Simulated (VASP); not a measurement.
Runs of VASP 6.6.1 on SnO. The structure is that of space group Pmn2_1 (No. 31), or close to it. The cells are those of the table. 

```tsv
cell	gap on the mesh (eV)	pressure (GPa)	largest force (eV/Å)
a = 3.271, b = 5.674, c = 4.222 Å, 4 atoms	1.37	-0.7	0.21
a = 3.187, b = 5.674, c = 4.222 Å, 4 atoms	1.39	(c)	0.43
a = 3.439, b = 5.674, c = 4.222 Å, 4 atoms	1.30	-4.7	0.62
a = 3.103, b = 5.674, c = 4.222 Å, 4 atoms	1.40	5.3	0.82
a = 3.020, b = 5.674, c = 4.222 Å, 4 atoms	1.45	(b)	1.33
a = 3.523, b = 5.674, c = 4.222 Å, 4 atoms	1.29	(a)	0.87
```

Alike in all rows: task single point; level PBEsol; potentials or basis VASP PAW PBE potentials, release 64 (Sn_d, O); no spin polarisation; k mesh 8 × 6 × 6; cutoff (eV) 520; smearing gaussian 0.05 eV.

Q: Estimate the missing entries.

A: (a) -6.2; (b) 9.2; (c) 2.0.

Caveats: the PAW data sets were made with another functional, which shifts forces and pressure a little; spin-orbit coupling is left out, which moves the levels of the heavy elements; the cell stands under tension (at least some runs); the stress differs along the axes, from -0 to 5 GPa (at least some runs); the stress differs along the axes, from 1 to 11 GPa (at least some runs); the stress differs along the axes, from 2 to 19 GPa (at least some runs).

A k mesh can miss the band edges, and the runs leave out spin-orbit coupling on Sn.
